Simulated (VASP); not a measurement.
# Rb (P6_3/mmc) in VASP: notebook

Runs on Rb. Level: PBEsol. Tasks: single point.

All numbers are computed with VASP 6.6.1; they aren't measurements. Logs are shortened: lines on timing, memory, paths and dates and some standing lists are left out, and cuts for length are marked.

### Step 1. The cell of the first run

Symmetry: P6_3/mmc, No. 194, hexagonal system. The conventional cell has a = 2.966 Å, b = 2.966 Å, c = 4.695 Å, α = 90.00°, β = 90.00°, γ = 120.00°. Rb (site symmetry -6m2) has 12 Rb at 2.91 to 2.97 Å within 3.8 Å.

### Step 2. Single point, PBEsol

The input, INCAR:

```
SYSTEM = Rb
PREC     = Accurate       ! precision mode
ENCUT    = 500            ! plane-wave cutoff, eV
EDIFF    = 1E-6           ! SCF threshold, eV
ISMEAR   = 0              ! smearing method
SIGMA    = 0.1            ! smearing width, eV
LREAL    = .False.        ! projectors in reciprocal space
LASPH    = .True.         ! aspherical terms in the spheres
NELM     = 120            ! most SCF steps
ALGO     = Normal         ! electronic algorithm
ISIF     = 2              ! what is computed and relaxed
LWAVE    = .False.        ! write WAVECAR
LCHARG   = .False.        ! write CHGCAR
GGA      = PS             ! functional
NBANDS   = 16             ! bands
GGA_COMPAT= .False.
```

The input, KPOINTS:

```
Automatic mesh
0
Gamma
  5 5 3
  0 0 0
```

The input, POSCAR:

```
Rb
1.0
    2.9655590847      0.0000000000      0.0000000000
   -1.4827795423      2.5682495038      0.0000000000
    0.0000000000      0.0000000000      4.6951520147
Rb
2
Direct
    0.3333333333      0.6666666667      0.2500000000
    0.6666666667      0.3333333333      0.7500000000
```

Potentials or basis: VASP PAW PBE potentials, release 64 (Rb_sv).

The run is started by

```bash
cat potpaw_PBE.64/Rb_sv/POTCAR > POTCAR
mpirun -np 1 vasp_std > vasp.out
```

OUTCAR:

```text
SYSTEM = Rb
   PREC = Accurate
   ENCUT = 500
   EDIFF = 1E-6
   ISMEAR = 0
   LREAL = .False.
   LASPH = .True.
   NELM = 120
   ISIF = 2
   GGA = PS

 ion  position               nearest neighbor table
   1  0.333  0.667  0.250-   2 2.91   2 2.91   2 2.91   2 2.91   2 2.91   2 2.91   2 4.15   2 4.15
                             2 4.15   2 4.15   2 4.15   2 4.15   2 5.10   2 5.10   2 5.10   2 5.10
   2  0.667  0.333  0.750-   1 2.91   1 2.91   1 2.91   1 2.91   1 2.91   1 2.91   1 4.15   1 4.15
                             1 4.15   1 4.15   1 4.15   1 4.15   1 5.10   1 5.10   1 5.10   1 5.10

  LATTYP: Found a hexagonal cell.
 ALAT       =     2.9655590847
 C/A-ratio  =     1.5832265959

  Lattice vectors:

 A1 = (   2.9655590847,   0.0000000000,   0.0000000000)
 A2 = (  -1.4827795423,   2.5682495038,   0.0000000000)
 A3 = (   0.0000000000,   0.0000000000,   4.6951520147)

Analysis of symmetry for initial positions (statically):
=====================================================================
 Subroutine PRICEL returns:
 Original cell was already a primitive cell.

 Routine SETGRP: Setting up the symmetry group for a
 hexagonal supercell.

 Subroutine GETGRP returns: Found 24 space group operations
 (whereof 12 operations were pure point group operations)
 out of a pool of 24 trial point group operations.

The static configuration has the point symmetry D_3d.
 The point group associated with its full space group is D_6h.

Analysis of symmetry for dynamics (positions and initial velocities):
=====================================================================
 Subroutine PRICEL returns:
 Original cell was already a primitive cell.

 Routine SETGRP: Setting up the symmetry group for a
 hexagonal supercell.

 Subroutine GETGRP returns: Found 24 space group operations
 (whereof 12 operations were pure point group operations)
 out of a pool of 24 trial point group operations.

The dynamic configuration has the point symmetry D_3d.
 The point group associated with its full space group is D_6h.

 Subroutine INISYM returns: Found 24 space group operations
 (whereof 12 operations are pure point group operations),
 and found     1 'primitive' translations

----------------------------------------------------------------------------------------

                                     Primitive cell

  volume of cell :      35.7597

  direct lattice vectors                    reciprocal lattice vectors
     2.965559085  0.000000000  0.000000000     0.337204544  0.194685134  0.000000000
    -1.482779542  2.568249504  0.000000000     0.000000000  0.389370269  0.000000000
     0.000000000  0.000000000  4.695152015     0.000000000  0.000000000  0.212985649

  length of vectors
     2.965559085  2.965559085  4.695152015     0.389370269  0.389370269  0.212985649

  position of ions in fractional coordinates (direct lattice)
     0.333333333  0.666666667  0.250000000
     0.666666667  0.333333333  0.750000000

  ion indices of the primitive-cell ions
   primitive index   ion index
                 1           1
                 2           2

----------------------------------------------------------------------------------------

 KPOINTS: Automatic mesh

Automatic generation of k-mesh.
 Grid dimensions read from file:
 generate k-points for:    5    5    3

 Generating k-lattice:

  Cartesian coordinates                     Fractional coordinates (reciprocal lattice)
     0.067440909  0.038937027  0.000000000     0.200000000  0.000000000  0.000000000
     0.000000000  0.077874054  0.000000000     0.000000000  0.200000000  0.000000000
     0.000000000  0.000000000  0.070995216     0.000000000  0.000000000  0.333333333

  Length of vectors
     0.077874054  0.077874054  0.070995216

  Shift w.r.t. Gamma in fractional coordinates (k-lattice)
     0.000000000  0.000000000  0.000000000

 Subroutine IBZKPT returns following result:
 ===========================================

 Found     10 irreducible k-points:

 Following reciprocal coordinates:
            Coordinates               Weight
  0.000000  0.000000  0.000000      1.000000
  0.200000  0.000000  0.000000      6.000000
  0.400000  0.000000  0.000000      6.000000
  0.200000  0.200000  0.000000      6.000000
  0.400000  0.200000  0.000000      6.000000
  0.000000  0.000000  0.333333      2.000000
  0.200000  0.000000  0.333333     12.000000
  0.400000  0.000000  0.333333     12.000000
  0.200000  0.200000  0.333333     12.000000
  0.400000  0.200000  0.333333     12.000000
   k-points           NKPTS =     10   k-points in BZ     NKDIM =     10   number of bands    NBANDS=     16
   number of dos      NEDOS =    301   number of ions     NIONS =      2
   total plane-waves  NPLWV =  20736
   dimension x,y,z NGX =    24 NGY =   24 NGZ =   36
   dimension x,y,z NGXF=    48 NGYF=   48 NGZF=   72
   ions per type =               2
   NGX,Y,Z   is equivalent  to a cutoff of  13.45, 13.45, 12.75 a.u.
   NGXF,Y,Z  is equivalent  to a cutoff of  26.91, 26.91, 25.49 a.u.
 SYSTEM =  Rb
   PREC   = accura    normal or accurate (medium, high low for compatibility)
   ISTART =      0    job   : 0-new  1-cont  2-samecut
   ICHARG =      2    charge: 1-file 2-atom 10-const
   ISPIN  =      1    spin polarized calculation?
   LNONCOLLINEAR =      F non collinear calculations
   LSORBIT =      F    spin-orbit coupling
   LASPH  =      T    aspherical Exc in radial PAW
   ENCUT  =  500.0 eV  36.75 Ry    6.06 a.u.   5.41  5.41  8.56*2*pi/ulx,y,z
   NELM   =    120;   NELMIN=  2; NELMDL= -5     # of ELM steps
   EDIFF  = 0.1E-05   stopping-criterion for ELM
   LREAL  =      F    real-space projection
   EDIFFG = 0.1E-04   stopping-criterion for IOM
   NSW    =      0    number of steps for IOM
   IBRION =     -1    ionic relax: 0-MD 1-quasi-New 2-CG
   NFREE  =      0    steps in history (QN), initial steepest desc. (CG)
   ISIF   =      2    stress and relaxation
   ISYM   =      2    0-nonsym 1-usesym 2-fastsym
   POTIM  = 0.5000    time-step for ionic-motion
   TEBEG  =    0.0;   TEEND  =   0.0 temperature during run
   PSTRESS=    0.0 pullay stress
   NELECT =      18.0000    total number of electrons
   NUPDOWN=      -1.0000    fix difference up-down
   EMIN   =  10.00;   EMAX   =-10.00  energy-range for DOS
   EFERMI =   0.00;   METHOD = LEGACY
   ISMEAR =     0;   SIGMA  =   0.10  broadening in eV -4-tet -1-fermi 0-gaus
   EFERMI_NEDOS =   21; number of points for ismear=-14 and -15
   IALGO  =     38    algorithm
   IMIX   =      4    mixing-type and parameters
     AMIX     =   0.40;   BMIX     =  1.00
     AMIX_MAG =   1.60;   BMIX_MAG =  1.00
  volume/ion in A,a.u.               =      17.88       120.66
  Fermi-wavevector in a.u.,A,eV,Ry     =   1.302270  2.460934 23.074233  1.695908
  Thomas-Fermi vector in A             =   2.433349
   LORBIT       =      0    0 simple, 1 ext, 2 COOP (PROOUT), +10 PAW based schemes
   GGA     = PS    functional components
   LHFCALC =     F    Hartree Fock is set to
   AEXX    =    0.0000 exact exchange contribution
   IVDW    =     0    specifies the selected vdW correction
   LEPSILON=     F    determine dielectric tensor
   LRPA    =     F    only Hartree local field effects (RPA)
 non-spin polarized calculation
 Gauss-broadening in eV      SIGMA  =   0.10
  energy-cutoff  :      500.00
  volume of cell :       35.76
 maximum number of plane-waves:       935
 NGX is ok and might be reduce to    24
   NGX = 11   NGY = 11   NGZ = 17

 number of electron      18.0000000 magnetization

 Free energy of the ion-electron system (eV)
  ---------------------------------------------------
  ext. energy  EPLUGINS =         0.00000000
  ---------------------------------------------------
  free energy    TOTEN  =         4.57404944 eV

  energy without entropy =        4.59118077  energy(sigma->0) =        4.58261510

 E-fermi :   7.9458     XC(G=0): -11.6561

 val. band max:        7.9212927864   @ k =   0.2000   0.0000   0.3333
 cond. band min:       7.9743107533   @ k =   0.2000   0.2000   0.0000
 fundamental gap:      0.0530179669
 Fermi energy:         7.9457813293

 k-point     1 :       0.0000    0.0000    0.0000
  band No.  band energies     occupation
      1     -23.8178      2.00000
      2     -21.9447      2.00000
      3     -10.0166      2.00000
      4      -4.5865      2.00000
      5      -4.5865      2.00000
      6      -3.7284      2.00000
[... 8 lines left out ...]
     15      13.4891      0.00000
     16      14.6138      0.00000

 k-point     2 :       0.2000    0.0000    0.0000
  band No.  band energies     occupation
      1     -23.3752      2.00000
      2     -21.7316      2.00000
      3      -9.4163      2.00000
      4      -6.5967      2.00000
      5      -5.5165      2.00000
      6      -5.1988      2.00000
[... 8 lines left out ...]
     15      13.7401      0.00000
     16      14.5858      0.00000

 k-point     3 :       0.4000    0.0000    0.0000
  band No.  band energies     occupation
      1     -22.4123      2.00000
      2     -21.5015      2.00000
      3      -9.0557      2.00000
      4      -7.9202      2.00000
      5      -7.8255      2.00000
      6      -5.9449      2.00000
[... 8 lines left out ...]
     15      14.5734      0.00000
     16      18.8417      0.00000

 k-point     4 :       0.2000    0.2000    0.0000
  band No.  band energies     occupation
      1     -22.6507      2.00000
      2     -21.5082      2.00000
      3      -8.3327      2.00000
      4      -7.8587      2.00000
      5      -7.7900      2.00000
      6      -5.9393      2.00000
[... 8 lines left out ...]
     15      14.8268      0.00000
     16      15.8713      0.00000
[... 58 lines left out ...]
 k-point     8 :       0.4000    0.0000    0.3333
  band No.  band energies     occupation
      1     -22.1935      2.00000
      2     -21.7378      2.00000
      3      -9.4909      2.00000
      4      -8.8395      2.00000
      5      -6.2263      2.00000
      6      -5.5885      2.00000
[... 8 lines left out ...]
     15      17.0966      0.00000
     16      17.2039      0.00000

 k-point     9 :       0.2000    0.2000    0.3333
  band No.  band energies     occupation
      1     -22.3875      2.00000
      2     -21.8180      2.00000
      3      -8.8002      2.00000
      4      -8.2297      2.00000
      5      -6.3120      2.00000
      6      -6.2048      2.00000
[... 8 lines left out ...]
     15      12.7981      0.00000
     16      15.5786      0.00000

 k-point    10 :       0.4000    0.2000    0.3333
  band No.  band energies     occupation
      1     -21.8490      2.00000
      2     -21.6424      2.00000
      3      -9.3352      2.00000
      4      -8.8783      2.00000
      5      -7.4014      2.00000
      6      -6.4353      2.00000
[... 8 lines left out ...]
     15      15.6599      0.00000
     16      16.2179      0.00000

------------------------ aborting loop because EDIFF is reached ----------------------------------------

  FORCE on cell =-STRESS in cart. coord.  units (eV):
  Direction    XX          YY          ZZ          XY          YZ          ZX
  --------------------------------------------------------------------------------------
  -------------------------------------------------------------------------------------
  Total       10.4018664     10.4018664     10.4835806      0.0000000      0.0000000     -0.0000000
  in kB      466.0455871    466.0455871    469.7067162      0.0000000      0.0000000     -0.0000000
  external PRESSURE =     467.2659635 kB  Pullay stress =       0.0000000 kB

 VOLUME and BASIS-vectors are now :
 -----------------------------------------------------------------------------
  energy-cutoff  :      500.00
  volume of cell :       35.76
      direct lattice vectors                 reciprocal lattice vectors
     2.965559085  0.000000000  0.000000000     0.337204544  0.194685134  0.000000000
    -1.482779542  2.568249504  0.000000000     0.000000000  0.389370269  0.000000000
     0.000000000  0.000000000  4.695152015     0.000000000  0.000000000  0.212985649

 POSITION                                       TOTAL-FORCE (eV/Angst)
 -----------------------------------------------------------------------------------
     -0.00000      1.71217      1.17379         0.000000     -0.000000      0.000000
      1.48278      0.85608      3.52136        -0.000000      0.000000      0.000000
 -----------------------------------------------------------------------------------
    total drift:                                0.000000     -0.000000      0.000000

  FREE ENERGIE OF THE ION-ELECTRON SYSTEM (eV)
  ---------------------------------------------------
  free  energy   TOTEN  =         4.5740494355 eV

  energy  without entropy=        4.5911807669  energy(sigma->0) =        4.58261510
```

Run time: 4.4 s. Hardware: 1 thread of Intel Xeon Platinum 8375C at 2.90GHz (Ice Lake), shared host; peak memory 0.15 GiB.

Results:

* Free energy: 4.5740 eV
* Pressure: 46.7 GPa
* Band gap on the k mesh: zero (band 9 reaches 8.03 eV, above the bottom of band 10 at 6.99 eV)

Caveat: the k points lie up to 0.49 Å⁻¹ apart; the PAW data sets were made with another functional, which shifts forces and pressure a little.

### Step 3. Single point, PBEsol

This run uses another cell than the first one, of 21.30 Å³/atom, 1.191 times its volume.

The input, INCAR:

```
SYSTEM = Rb
PREC = Accurate ; ENCUT = 500
EDIFF = 1E-6 ; ISMEAR = 0
SIGMA = 0.1 ; LREAL = .False.
LASPH = .True. ; NELM = 120
ALGO = Normal ; ISIF = 2
LWAVE = .False. ; LCHARG = .True.
GGA = PS ; LELF = .True.
LVHAR = .True. ; NBANDS = 16
GGA_COMPAT = .False.
```

KPOINTS is that of step 2.

The input, POSCAR:

```
Rb
1.0
    3.0976938378      0.0000000000      0.0000000000
   -1.5488469189      2.6826815566      0.0000000000
    0.0000000000      0.0000000000      5.1269773860
Rb
2
Direct
    0.3333333333      0.6666666667      0.2500000000
    0.6666666667      0.3333333333      0.7500000000
```

Potentials or basis: VASP PAW PBE potentials, release 64 (Rb_sv).

The run is started by

```bash
cat potpaw_PBE.64/Rb_sv/POTCAR > POTCAR
mpirun -np 1 vasp_std > vasp.out
```

Wall time 4.8 s (1 thread of Intel Xeon Platinum 8375C at 2.90GHz (Ice Lake), shared host); peak memory 0.15 GiB.

It converged, with:

* Free energy: 2.9898 eV
* Pressure: 30.7 GPa
* Band gap on the k mesh: zero (band 9 reaches 6.90 eV, above the bottom of band 10 at 5.82 eV)

Stress tensor (GPa, compression positive):
```
30.69  0.00  0.00
 0.00 30.69  0.00
 0.00  0.00 30.79
```

Levels at points of the mesh, in eV from the Fermi level:
| k point | band 7 | band 8 | band 9 | band 10 | band 11 | band 12 |
| --- | --- | --- | --- | --- | --- | --- |
| (0.00, 0.00, 0.00) | -12.05 | -12.05 | -2.01 | -0.78 | 3.81 | 3.98 |

Caveat: the k points lie up to 0.47 Å⁻¹ apart; the PAW data sets were made with another functional, which shifts forces and pressure a little.

### Step 4. Single point, PBEsol

This run uses another cell than the first one, of 27.76 Å³/atom, 1.552 times its volume.

The input, INCAR:

```
SYSTEM = Rb
  PREC = Accurate
  ENCUT = 500
  EDIFF = 1E-6
  ISMEAR = 0
  SIGMA = 0.1
  LREAL = .FALSE.
  LASPH = .TRUE.
  NELM = 120
  ALGO = Normal
  ISIF = 2
  LWAVE = .FALSE.
  LCHARG = .TRUE.
  GGA = PS
  LELF = .TRUE.
  LVHAR = .TRUE.
  NBANDS = 16
  GGA_COMPAT = .FALSE.
```

The input, KPOINTS:

```
regular mesh
0
G
  5 5 3
  0 0 0
```

The input, POSCAR:

```
Rb
1.0
    3.3764233249      0.0000000000      0.0000000000
   -1.6882116625      2.9240683733      0.0000000000
    0.0000000000      0.0000000000      5.6229899143
Rb
2
Direct
    0.3333333333      0.6666666667      0.2500000000
    0.6666666667      0.3333333333      0.7500000000
```

The run is started by

```bash
cat potpaw_PBE.64/Rb_sv/POTCAR > POTCAR
mpirun -np 1 vasp_std > vasp.out
```

Run time: 7.4 s. Hardware: 1 thread of Intel Xeon Platinum 8375C at 2.90GHz (Ice Lake), shared host; peak memory 0.17 GiB.

The run converged. Its results:

- Free energy: 1.2318 eV
- Pressure: 15.2 GPa
- Band gap on the k mesh: zero (band 9 reaches 5.01 eV, above the bottom of band 10 at 4.15 eV)

Levels at points of the mesh, in eV from the Fermi level:
| k point | band 7 | band 8 | band 9 | band 10 | band 11 | band 12 |
| --- | --- | --- | --- | --- | --- | --- |
| (0.00, 0.00, 0.00) | -12.38 | -12.38 | -2.85 | -0.58 | 3.81 | 4.02 |

Caveat: the k points lie up to 0.43 Å⁻¹ apart; the PAW data sets were made with another functional, which shifts forces and pressure a little.

### Step 5. Single point, PBEsol

This run uses another cell than the first one, of 85.87 Å³/atom, 4.802 times its volume.

The input, INCAR:

```
PREC = Accurate
ENCUT = 500
EDIFF = 1E-6
ISMEAR = 0
SIGMA = 0.1
LREAL = F
LASPH = T
NELM = 120
ALGO = Normal
ISIF = 2
LWAVE = F
LCHARG = T
GGA = PS
LELF = T
LVHAR = T
NBANDS = 16
GGA_COMPAT = F
```

The input, KPOINTS:

```
regular mesh
0
Gamma
  5 5 3
```

The input, POSCAR:

```
Rb
1.0
    4.9348767286      0.0000000000      0.0000000000
   -2.4674383643      4.2737286116      0.0000000000
    0.0000000000      0.0000000000      8.1428679834
Rb
2
Direct
    0.3333333333      0.6666666667      0.2500000000
    0.6666666667      0.3333333333      0.7500000000
```

The run is started by

```bash
cat potpaw_PBE.64/Rb_sv/POTCAR > POTCAR
mpirun -np 1 vasp_std > vasp.out
```

Wall time 16 s (1 thread of Intel Xeon Platinum 8375C at 2.90GHz (Ice Lake), shared host); peak memory 0.25 GiB.

The run converged. Its results:

```yaml
Free_energy: -2.0924 eV
Pressure: 0.0 GPa
Band_gap_on_the_k_mesh: zero (band 9 reaches 0.64 eV, above the bottom of band 10 at -0.80 eV)
```

Levels at points of the mesh, in eV from the Fermi level:
```csv
k point,band 5,band 6,band 7,band 8,band 9,band 10,band 11,band 12,band 13,band 14
"(0.00, 0.00, 0.00)",-12.98,-12.96,-12.96,-12.96,-2.16,-0.01,0.56,3.44,3.44,3.45
```

Caveat: the PAW data sets were made with another functional, which shifts forces and pressure a little.

### Step 6. Overview

```csv
cell,gap on the mesh (eV),pressure (GPa)
"a = 2.966, b = 2.966, c = 4.695 Å, angles 90.0, 90.0, 120.0°, 2 atoms",none,46.7
"a = 3.098, b = 3.098, c = 5.127 Å, angles 90.0, 90.0, 120.0°, 2 atoms",none,30.7
"a = 3.376, b = 3.376, c = 5.623 Å, angles 90.0, 90.0, 120.0°, 2 atoms",none,15.2
"a = 4.935, b = 4.935, c = 8.143 Å, angles 90.0, 90.0, 120.0°, 2 atoms",none,0.0
```

Alike in all rows: task single point; level PBEsol; potentials or basis VASP PAW PBE potentials, release 64 (Rb_sv); no spin polarisation; k mesh 5 × 5 × 3; cutoff (eV) 500; smearing gaussian 0.1 eV.

Caveats: some runs use coarse meshes; the PAW data sets were made with another functional, which shifts forces and pressure a little.

Absolute energies hang on the potentials; compare differences alone.
